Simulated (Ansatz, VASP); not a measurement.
# GaBiSe4 in VASP and in Ansatz

```
Ga Bi Se
1.0
     0.00000    4.19137    4.19137
     4.19137    0.00000    4.19137
     4.19137    4.19137    0.00000
Ga Bi Se
1 1 4
Direct
  0.00000 0.00000 0.00000
  0.25000 0.25000 0.25000
  0.62746 0.62746 0.11761
  0.62746 0.11761 0.62746
  0.11761 0.62746 0.62746
  0.62746 0.62746 0.62746
```

Change from the starting cell: species swapped into the LaErAl4 type (F-43m, No. 216).

Alike in both runs: task relaxation of cell and atoms; functional PBE; k mesh 8 × 8 × 8; occupations gaussian, width 0.1 eV; no spin polarisation.

```csv
,VASP,Ansatz
version,VASP 6.6.1,Ansatz 0.2.0
potentials or method,"VASP PAW PBE potentials, release 64 (Ga_d, Bi_d, Se), cutoff 600 eV","scalar-relativistic, plane waves, PAW"
valence electrons in the cell,52,92
```

VASP gave:

| Property | Result |
| --- | --- |
| gap on the k mesh at the Fermi level, each at its own relaxed structure (eV) | none |
| relaxed volume (Å³/atom) | 23.93 |
| relaxed cell length with the largest relative difference (Å) | 5.878 |

**Question.** Which values does Ansatz return?

**Answer.** gap on the k mesh at the Fermi level, each at its own relaxed structure (eV): none; relaxed volume (Å³/atom): 23.94; relaxed cell length with the largest relative difference (Å): 5.878.

A gap of «none» marks a metal or a gap that the smearing closes. VASP's potentials hold 52 valence electrons a cell and Ansatz's 92, so a difference there can come from the potentials and not from the codes.

Spin-orbit coupling is off throughout.
